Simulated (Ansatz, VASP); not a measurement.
# One calculation of Pt, two programs

```
Pt
1.0
     4.35938    0.00000    0.00000
    -2.17969    3.77533    0.00000
     0.00000    0.00000    5.04795
Pt
4
Direct
  0.00000 0.00000 0.25000
  0.00000 0.00000 0.75000
  0.33333 0.66667 0.75000
  0.66667 0.33333 0.25000
```

Alike in both runs: functional PBE; k mesh 6 × 6 × 4; occupations gaussian, width 0.1 eV; no spin polarisation.

Ansatz relaxed the structure, and its values are those at the end. VASP's run is a single point on that final structure, the one shown.

|  | VASP | Ansatz |
| --- | --- | --- |
| version | VASP 6.6.1 | Ansatz 0.2.0 |
| potentials or method | VASP PAW PBE potentials, release 64 (Pt), cutoff 520 eV | scalar-relativistic, plane waves, PAW |
| valence electrons in the cell | 40 | 72 |

Ansatz gave:

| Property | Result |
| --- | --- |
| gap on the k mesh at the Fermi level (eV) | none |
| pressure (GPa) | 0.0 |

Task: Which values does VASP return?

Result: gap on the k mesh at the Fermi level (eV): none; pressure (GPa): -0.4.

A gap of «none» marks a metal or a gap that the smearing closes. The functional is the same, so the differences come from potentials, cutoffs and numerics. VASP's potentials hold 40 valence electrons a cell and Ansatz's 72, so a difference there can come from the potentials and not from the codes.

Neither program's run includes spin-orbit coupling.
